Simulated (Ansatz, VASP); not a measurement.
## Cu in VASP and in Ansatz

Contents of POSCAR:

```
Cu
1.0
    0.0000000000      1.7706018915      1.7706018915
    1.7706018915      0.0000000000      1.7706018915
    1.7706018915      1.7706018915      0.0000000000
Cu
1
Direct
    0.0000000000      0.0000000000      0.0000000000
```

The input INCAR.step1:

```
SYSTEM = Cu
PREC = Accurate
ENCUT = 660
ISMEAR = -1
SIGMA = 0.05
LREAL = .FALSE.
LASPH = .TRUE.
NELM = 120
NBANDS = 12
GGA = PE
ALGO = Normal
EDIFF = 1E-5
LWAVE = .TRUE.
LCHARG = .FALSE.
GGA_COMPAT = .FALSE.
```

INCAR.step2

```
SYSTEM = Cu
PREC = Accurate
ENCUT = 660
EDIFF = 1E-6
ISMEAR = -1
SIGMA = 0.05
LREAL = .FALSE.
LASPH = .TRUE.
NELM = 120
ALGO = Normal
ISIF = 2
LWAVE = .FALSE.
LCHARG = .TRUE.
METAGGA = R2SCAN
LMIXTAU = .TRUE.
IVDW = 13
VDW_S6 = 1.0
VDW_S8 = 0.6018749
VDW_A1 = 0.51559235
VDW_A2 = 5.77342911
LELF = .TRUE.
LVHAR = .TRUE.
NBANDS = 12
ISTART = 1
GGA_COMPAT = .FALSE.
```

The input KPOINTS:

```
Automatic mesh
0
G
  13 13 13
  0 0 0
```

The input input.yaml:

```yaml
crystal:
  lattice:
    - [0.0, 1.7706018915, 1.7706018915]
    - [1.7706018915, 0.0, 1.7706018915]
    - [1.7706018915, 1.7706018915, 0.0]
  atoms:
    - { symbol: Cu, position: [0.0, 0.0, 0.0] }
hamiltonian:
  xc: r2scan
  pseudopotentials: { kind: paw }
  dispersion: d4
kpoints:
  mp_grid: { grid: [13, 13, 13] }
scf:
  occupations: { method: fermi_dirac, width: 0.05 }
output:
  forces: true
  stress: true
  eigenvalues: true
```

Alike in both runs: task single point; functional r2SCAN; dispersion D4; k mesh 13 × 13 × 13; occupations fermi-dirac, width 0.05 eV; no spin polarisation.

```csv
,VASP,Ansatz
version,VASP 6.6.1,Ansatz 0.2.0
potentials or method,"VASP PAW PBE potentials, release 64 (Cu)",Ansatz PAW
plane-wave cutoff (eV),660,500
valence electrons in the cell,11,19
```

|  | VASP | Ansatz | Ansatz less VASP |
| --- | --- | --- | --- |
| gap on the k mesh at the Fermi level (eV) | none | none | - |
| pressure (GPa) | 3.2 | 2.8 | -0.49 |

VASP's potentials were made for PBE, not for r2SCAN. A gap of «none» marks a metal or a gap that the smearing closes. VASP's potentials hold 11 valence electrons a cell and Ansatz's 19, so a difference there can come from the potentials and not from the codes.
